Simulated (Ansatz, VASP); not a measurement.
# Zr2Cl: VASP beside Ansatz

```
CELL_PARAMETERS angstrom
0.00000 3.14291 3.14291
3.14291 0.00000 3.14291
3.14291 3.14291 0.00000
ATOMIC_POSITIONS crystal
Zr 0.75000 0.75000 0.75000
Zr 0.25000 0.25000 0.25000
Cl 0.00000 0.00000 0.00000
```

Change from the starting cell: species swapped into the Li2S type (Fm-3m, No. 225).

Alike in both runs: functional PBE; k mesh 12 × 12 × 12; occupations gaussian, width 0.1 eV; no spin polarisation.

Ansatz relaxed the structure, and its values are those at the end. VASP's run is a single point on that final structure, the one shown.

```csv
,VASP,Ansatz
version,VASP 6.6.1,Ansatz 0.2.0
potentials or method,"VASP PAW PBE potentials, release 64 (Zr_sv, Cl), cutoff 520 eV","scalar-relativistic, plane waves, PAW"
valence electrons in the cell,31,31
```

|  | VASP | Ansatz | Ansatz less VASP |
| --- | --- | --- | --- |
| gap on the k mesh at the Fermi level (eV) | none | none | - |
| pressure (GPa) | 0.2 | 0.0 | -0.23 |

A gap of «none» marks a metal or a gap that the smearing closes.
